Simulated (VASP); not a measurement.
Wanted: the native input for a VASP 6.6.1 run.

```
Task                   : electric field gradients
Functional             : PBE
Potentials or basis    : VASP PAW PBE potentials, release 64 (Be)
Cutoff                 : 520 eV
k mesh                 : 23 × 23 × 23
Occupations            : fermi-dirac, width 0.03 eV
Spin                   : no spin polarisation
Dipole correction      : no
Further INCAR settings : ALGO = Normal; EDIFF = 1e-08; NBANDS = 7
```

The structure of Be lies in POSCAR:

```
Be
1.0
   -1.2531209513      1.2531209513      1.2531209513
    1.2531209513     -1.2531209513      1.2531209513
    1.2531209513      1.2531209513     -1.2531209513
Be
1
Direct
    0.0000000000      0.0000000000      0.0000000000
```

These files were run (other wordings do the same):

INCAR

```
SYSTEM = Be
PREC     = Accurate       ! precision mode
ENCUT    = 520            ! plane-wave cutoff, eV
EDIFF    = 1E-8           ! SCF threshold, eV
ISMEAR   = -1             ! smearing method
SIGMA    = 0.03           ! smearing width, eV
LREAL    = .False.        ! projectors in reciprocal space
LASPH    = .True.         ! aspherical terms in the spheres
NELM     = 100            ! most SCF steps
ALGO     = Normal         ! electronic algorithm
ISIF     = 2              ! what is computed and relaxed
LWAVE    = .False.        ! write WAVECAR
LCHARG   = .False.        ! write CHGCAR
GGA      = PE             ! functional
LEFG     = .True.       
NBANDS   = 7              ! bands
```

KPOINTS

```
regular mesh
0
Gamma
  23 23 23
  0 0 0
```

Potentials or basis: VASP PAW PBE potentials, release 64 (Be).

The run is started by

```console
$ cat potpaw_PBE.64/Be/POTCAR > POTCAR
$ mpirun -np 1 vasp_std > vasp.out
```

Results of the run:

```yaml
Pressure: -0.7 GPa
Band_gap_on_the_k_mesh: zero (band 1 reaches 11.46 eV, above the bottom of band 2 at 6.61 eV)
```

Caveat: without QUAD_EFG the Cq values of the log hold for a quadrupole moment of 1 mb, not for the nuclei.

It took 26 s on 1 thread of AMD EPYC 7R13, with other jobs on the host, peak memory 0.09 GiB.
